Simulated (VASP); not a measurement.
# TiSi2 (Fddd) in VASP: notebook

TiSi2 is run at these levels: BLYP, LDA; tasks: relaxation of cell and atoms, single point.

Everything below comes from runs of VASP 6.6.1. Logs are shortened: lines on timing, memory, paths and dates and some standing lists are left out, and cuts for length are marked.

### 1 The cell of the first run

The structure is orthorhombic, space group Fddd (No. 70). The conventional cell has a = 4.779 Å, b = 8.235 Å, c = 8.526 Å, α = 90.00°, β = 90.00°, γ = 90.00°. Ti (site symmetry 222) has 10 Si at 2.55 to 2.78 Å and 4 Ti at 3.20 Å within 3.4 Å. Si (site symmetry 2) has 9 Si at 2.52 to 3.20 Å and 5 Ti at 2.55 to 2.78 Å within 3.3 Å.

### 2 Relaxation of cell and atoms, BLYP

INCAR

```
SYSTEM = TiSi2
PREC = Accurate ; ENCUT = 600
EDIFF = 1E-7 ; ISMEAR = -1
SIGMA = 0.05 ; LREAL = .FALSE.
LASPH = .TRUE. ; NELM = 60
ALGO = Normal ; ISIF = 3
LWAVE = .FALSE. ; LCHARG = .FALSE.
GGA = B5 ; ALDAX = 1.0
AGGAX = 1.0 ; AGGAC = 1.0
ALDAC = 0.0 ; IBRION = 2
NSW = 60 ; EDIFFG = -0.01
```

KPOINTS

```
Automatic mesh
0
G
  7 7 7
  0 0 0
```

POSCAR

```
TiSi2
1.0
    0.0000000000      4.1175163063      4.2628978354
    2.3895119538      0.0000000000      4.2628978354
    2.3895119538      4.1175163063      0.0000000000
Ti Si
2 4
Direct
    0.7500000000      0.7500000000      0.7500000000
    0.5000000000      0.5000000000      0.5000000000
    0.4125656100      0.0874343900      0.4125656100
    0.0874343900      0.4125656100      0.0874343900
    0.1625656100      0.8374343900      0.1625656100
    0.8374343900      0.1625656100      0.8374343900
```

Potentials or basis: VASP PAW PBE potentials, release 64 (Ti_sv, Si).

Launch:

```sh
> cat potpaw_PBE.64/Ti_sv/POTCAR potpaw_PBE.64/Si/POTCAR > POTCAR
> mpirun -np 1 vasp_std > vasp.out
```

OUTCAR:

```text
SYSTEM = TiSi2
   PREC = Accurate
   ENCUT = 600
   EDIFF = 1E-7
   ISMEAR = -1
   LREAL = .FALSE.
   LASPH = .TRUE.
   NELM = 60
   ISIF = 3
   GGA = B5
   IBRION = 2
   NSW = 60
   EDIFFG = -0.01

 ion  position               nearest neighbor table
   1  0.750  0.750  0.750-   6 2.55   5 2.55   6 2.55   5 2.55   3 2.74   3 2.74   4 2.74   4 2.74
                             3 2.78   4 2.78
   2  0.500  0.500  0.500-   4 2.55   3 2.55   4 2.55   3 2.55   5 2.74   5 2.74   6 2.74   6 2.74
                             5 2.78   6 2.78
   3  0.413  0.087  0.413-   6 2.52   6 2.52   2 2.55   2 2.55   4 2.68   1 2.74   1 2.74   1 2.78
                             4 2.79   4 2.79
   4  0.087  0.413  0.087-   5 2.52   5 2.52   2 2.55   2 2.55   3 2.68   1 2.74   1 2.74   1 2.78
                             3 2.79   3 2.79
   5  0.163  0.837  0.163-   4 2.52   4 2.52   1 2.55   1 2.55   6 2.68   2 2.74   2 2.74   2 2.78
                             6 2.79   6 2.79
   6  0.837  0.163  0.837-   3 2.52   3 2.52   1 2.55   1 2.55   5 2.68   2 2.74   2 2.74   2 2.78
                             5 2.79   5 2.79

  LATTYP: Found a face centered orthorhombic cell.
 ALAT       =     4.7790239076
 B/A-ratio  =     1.7231620456
 C/A-ratio  =     1.7840035613

  Lattice vectors:

 A1 = (   0.0000000000,   4.1175163063,   4.2628978354)
 A2 = (   2.3895119538,   0.0000000000,   4.2628978354)
 A3 = (   2.3895119538,   4.1175163063,   0.0000000000)

Analysis of symmetry for initial positions (statically):
=====================================================================
 Subroutine PRICEL returns:
 Original cell was already a primitive cell.

 Routine SETGRP: Setting up the symmetry group for a
 face centered orthorhombic supercell.

 Subroutine GETGRP returns: Found  8 space group operations
 (whereof  4 operations were pure point group operations)
 out of a pool of  8 trial point group operations.

The static configuration has the point symmetry D_2 .
 The point group associated with its full space group is D_2h.

Analysis of symmetry for dynamics (positions and initial velocities):
=====================================================================
 Subroutine PRICEL returns:
 Original cell was already a primitive cell.

 Routine SETGRP: Setting up the symmetry group for a
 face centered orthorhombic supercell.

 Subroutine GETGRP returns: Found  8 space group operations
 (whereof  4 operations were pure point group operations)
 out of a pool of  8 trial point group operations.

The dynamic configuration has the point symmetry D_2 .
 The point group associated with its full space group is D_2h.

 Subroutine INISYM returns: Found  8 space group operations
 (whereof  4 operations are pure point group operations),
 and found     1 'primitive' translations

----------------------------------------------------------------------------------------

                                     Primitive cell

  volume of cell :      83.8841

  direct lattice vectors                    reciprocal lattice vectors
     0.000000000  4.117516306  4.262897835    -0.209247750  0.121432427  0.117291106
     2.389511954  0.000000000  4.262897835     0.209247750 -0.121432427  0.117291106
     2.389511954  4.117516306  0.000000000     0.209247750  0.121432427 -0.117291106

  length of vectors
     5.926739280  4.886928006  4.760641544     0.268863643  0.268863643  0.268863643

  position of ions in fractional coordinates (direct lattice)
     0.750000000  0.750000000  0.750000000
     0.500000000  0.500000000  0.500000000
     0.412565610  0.087434390  0.412565610
     0.087434390  0.412565610  0.087434390
     0.162565610  0.837434390  0.162565610
     0.837434390  0.162565610  0.837434390

  ion indices of the primitive-cell ions
   primitive index   ion index
                 1           1
                 2           2
                 3           3
                 4           4
                 5           5
                 6           6

----------------------------------------------------------------------------------------

 KPOINTS: Automatic mesh

Automatic generation of k-mesh.
 Grid dimensions read from file:
 generate k-points for:    7    7    7

 Generating k-lattice:

  Cartesian coordinates                     Fractional coordinates (reciprocal lattice)
    -0.029892536  0.017347490  0.016755872     0.142857143  0.000000000  0.000000000
     0.029892536 -0.017347490  0.016755872     0.000000000  0.142857143 -0.000000000
     0.029892536  0.017347490 -0.016755872     0.000000000 -0.000000000  0.142857143

  Length of vectors
     0.038409092  0.038409092  0.038409092

  Shift w.r.t. Gamma in fractional coordinates (k-lattice)
     0.000000000  0.000000000  0.000000000

 Subroutine IBZKPT returns following result:
 ===========================================

 Found     64 irreducible k-points:

 Following reciprocal coordinates:
            Coordinates               Weight
  0.000000  0.000000  0.000000      1.000000
  0.142857  0.000000  0.000000      8.000000
  0.285714  0.000000  0.000000      8.000000
  0.428571  0.000000  0.000000      8.000000
  0.142857  0.142857  0.000000      2.000000
  0.285714  0.142857  0.000000      8.000000
[... 16 lines left out ...]
  0.000000  0.142857  0.142857      2.000000
  0.285714  0.142857  0.142857      4.000000
 [... further k-points ...]
   k-points           NKPTS =     64   k-points in BZ     NKDIM =     64   number of bands    NBANDS=     24
   number of dos      NEDOS =    301   number of ions     NIONS =      6
   total plane-waves  NPLWV =  76800
   dimension x,y,z NGX =    48 NGY =   40 NGZ =   40
   dimension x,y,z NGXF=    96 NGYF=   80 NGZF=   80
   ions per type =               2   4
   NGX,Y,Z   is equivalent  to a cutoff of  13.46, 13.61, 13.97 a.u.
   NGXF,Y,Z  is equivalent  to a cutoff of  26.93, 27.21, 27.94 a.u.
 SYSTEM =  TiSi2
   PREC   = accura    normal or accurate (medium, high low for compatibility)
   ISTART =      0    job   : 0-new  1-cont  2-samecut
   ICHARG =      2    charge: 1-file 2-atom 10-const
   ISPIN  =      1    spin polarized calculation?
   LNONCOLLINEAR =      F non collinear calculations
   LSORBIT =      F    spin-orbit coupling
   LASPH  =      T    aspherical Exc in radial PAW
   ENCUT  =  600.0 eV  44.10 Ry    6.64 a.u.  11.84  9.76  9.51*2*pi/ulx,y,z
   NELM   =     60;   NELMIN=  2; NELMDL= -5     # of ELM steps
   EDIFF  = 0.1E-06   stopping-criterion for ELM
   LREAL  =      F    real-space projection
   EDIFFG = -.1E-01   stopping-criterion for IOM
   NSW    =     60    number of steps for IOM
   IBRION =      2    ionic relax: 0-MD 1-quasi-New 2-CG
   NFREE  =      1    steps in history (QN), initial steepest desc. (CG)
   ISIF   =      3    stress and relaxation
   ISYM   =      2    0-nonsym 1-usesym 2-fastsym
   POTIM  = 0.5000    time-step for ionic-motion
   TEBEG  =    0.0;   TEEND  =   0.0 temperature during run
   PSTRESS=    0.0 pullay stress
   NELECT =      40.0000    total number of electrons
   NUPDOWN=      -1.0000    fix difference up-down
   EMIN   =  10.00;   EMAX   =-10.00  energy-range for DOS
   EFERMI =   0.00;   METHOD = LEGACY
   ISMEAR =    -1;   SIGMA  =   0.05  broadening in eV -4-tet -1-fermi 0-gaus
   EFERMI_NEDOS =   21; number of points for ismear=-14 and -15
   IALGO  =     38    algorithm
   IMIX   =      4    mixing-type and parameters
     AMIX     =   0.40;   BMIX     =  1.00
     AMIX_MAG =   1.60;   BMIX_MAG =  1.00
  volume/ion in A,a.u.               =      13.98        94.35
  Fermi-wavevector in a.u.,A,eV,Ry     =   1.278994  2.416947 22.256742  1.635824
  Thomas-Fermi vector in A             =   2.411504
   LORBIT       =      0    0 simple, 1 ext, 2 COOP (PROOUT), +10 PAW based schemes
   GGA     = B5    functional components
   LHFCALC =     F    Hartree Fock is set to
   AEXX    =    0.0000 exact exchange contribution
   IVDW    =     0    specifies the selected vdW correction
   LEPSILON=     F    determine dielectric tensor
   LRPA    =     F    only Hartree local field effects (RPA)
 conjugate gradient relaxation of ions
 non-spin polarized calculation
  energy-cutoff  :      600.00
  volume of cell :       83.88
 maximum number of plane-waves:      2831
   NGX = 23   NGY = 19   NGZ = 19

--------------------------------------- Ionic step        1  -------------------------------------------

 number of electron      39.9999999 magnetization

 Free energy of the ion-electron system (eV)
  ---------------------------------------------------
  ext. energy  EPLUGINS =         0.00000000
  ---------------------------------------------------
  free energy    TOTEN  =       -33.74116757 eV

  energy without entropy =      -33.72061409  energy(sigma->0) =      -33.73089083

 E-fermi :  10.6369     XC(G=0): -11.1199

 val. band max:       10.6340339927   @ k =  -0.4286   0.1429  -0.0000
 cond. band min:      10.6408403569   @ k =  -0.2857   0.1429  -0.0000
 fundamental gap:      0.0068063642
 Fermi energy:        10.6369278466

 k-point     1 :       0.0000    0.0000    0.0000
  band No.  band energies     occupation
      1     -45.4507      2.00000
      2     -45.4218      2.00000
      3     -21.9917      2.00000
      4     -21.9813      2.00000
      5     -21.8969      2.00000
      6     -21.8822      2.00000
[... 637 lines left out ...]
     23      13.5810      0.00000
     24      13.7066      0.00000

 [... further k-points ...]
[... 5 lines left out ...]
  --------------------------------------------------------------------------------------
  -------------------------------------------------------------------------------------
  Total        5.1426713      4.8571036      4.6893081      0.0000000      0.0000000      0.0000000
  in kB       98.2245154     92.7702006     89.5653235      0.0000000      0.0000000      0.0000000
  external PRESSURE =      93.5200132 kB  Pullay stress =       0.0000000 kB
[... 101 lines left out ...]
  FREE ENERGIE OF THE ION-ELECTRON SYSTEM (eV)
  ---------------------------------------------------
  free  energy   TOTEN  =       -33.9048982591 eV

  energy  without entropy=      -33.8825423312  energy(sigma->0) =      -33.89372030

[... ionic steps 4 to 7 ...]

--------------------------------------- Ionic step        8  -------------------------------------------

 number of electron      39.9999999 magnetization

------------------------ aborting loop because EDIFF is reached ----------------------------------------
[... 75 lines left out ...]
--------------------------------------- Ionic step       10  -------------------------------------------

 number of electron      39.9999999 magnetization

 Free energy of the ion-electron system (eV)
  ---------------------------------------------------
  ext. energy  EPLUGINS =         0.00000000
  ---------------------------------------------------
  free energy    TOTEN  =       -33.91149333 eV

  energy without entropy =      -33.88861640  energy(sigma->0) =      -33.90005487

 E-fermi :   9.7808     XC(G=0): -10.8028

 val. band max:        9.7762162460   @ k =   0.4286   0.0000   0.0000
 cond. band min:       9.8428342718   @ k =   0.4286  -0.0000   0.2857
 fundamental gap:      0.0666180258
 Fermi energy:         9.7808044739

 k-point     1 :       0.0000    0.0000    0.0000
  band No.  band energies     occupation
      1     -46.5110      2.00000
      2     -46.4900      2.00000
      3     -23.0336      2.00000
      4     -22.9889      2.00000
      5     -22.9459      2.00000
      6     -22.9404      2.00000
[... 637 lines left out ...]
     23      12.4263      0.00000
     24      12.5446      0.00000

 [... further k-points ...]
[... 5 lines left out ...]
  --------------------------------------------------------------------------------------
  -------------------------------------------------------------------------------------
  Total       -0.0380876      0.0249154      0.0186435      0.0000000      0.0000000      0.0000000
  in kB       -0.6775330      0.4432140      0.3316460      0.0000000      0.0000000      0.0000000
  external PRESSURE =       0.0324423 kB  Pullay stress =       0.0000000 kB
[... 21 lines left out ...]
  FREE ENERGIE OF THE ION-ELECTRON SYSTEM (eV)
  ---------------------------------------------------
  free  energy   TOTEN  =       -33.9114933280 eV

  energy  without entropy=      -33.8886164021  energy(sigma->0) =      -33.90005487

 reached required accuracy - stopping structural energy minimisation
```

It took 34 min on 1 thread of Intel Xeon 6975P-C, shared host; peak memory 0.37 GiB.

Results:

| Item | Value |
| --- | --- |
| Free energy | -33.9115 eV |
| Relaxed volume | 15.01 Å³/atom |
| Relaxed cell | a = 6.055 Å, b = 4.973 Å, c = 4.899 Å, α = 75.66°, β = 52.72°, γ = 51.62° |
| Space group after relaxing (to 0.05 Å) | Fddd (No. 70) |
| Energy gained by relaxing | 28.4 meV/atom |
| Ionic steps | 10 |
| Pressure after relaxing | 0.0 GPa |
| Largest force after relaxing | 0.009 eV/Å |
| Band gap on the k mesh | zero (band 20 reaches 10.42 eV, above the bottom of band 21 at 8.81 eV) |

Forces in eV/Å, atoms in the order of the input:
```
Ti   0.000  0.000  0.000
Ti   0.000  0.000  0.000
Si   0.000  0.009  0.000
Si   0.000 -0.009  0.000
Si   0.000  0.009  0.000
Si   0.000 -0.009  0.000
```

Step by step:
```csv
step,energy change (eV),largest force (eV/Å),pressure (GPa),volume (Å³)
1,0.0000,0.0213,9.35,83.88
2,-0.0932,0.0118,-5.02,94.19
3,-0.1637,0.0029,-0.06,89.86
4,-0.1701,0.0149,0.00,90.04
5,-0.1702,0.0162,0.01,90.06
6,-0.1702,0.0145,-0.01,90.07
7,-0.1703,0.0133,-0.02,90.09
8,-0.1703,0.0108,-0.06,90.11
9,-0.1703,0.0126,-0.04,90.10
10,-0.1703,0.0091,0.00,90.07
```

Final structure:
```
CELL_PARAMETERS angstrom
0.00000 4.23884 4.32423
2.45685 0.00000 4.32423
2.45685 4.23884 0.00000
ATOMIC_POSITIONS crystal
Ti 0.75000 0.75000 0.75000
Ti 0.50000 0.50000 0.50000
Si 0.41295 0.08705 0.41295
Si 0.08705 0.41295 0.08705
Si 0.16295 0.83705 0.16295
Si 0.83705 0.16295 0.83705
```

Caveat: the PAW data sets were made with another functional, which shifts forces and pressure a little.

(Part 1 of 2 ends here.)
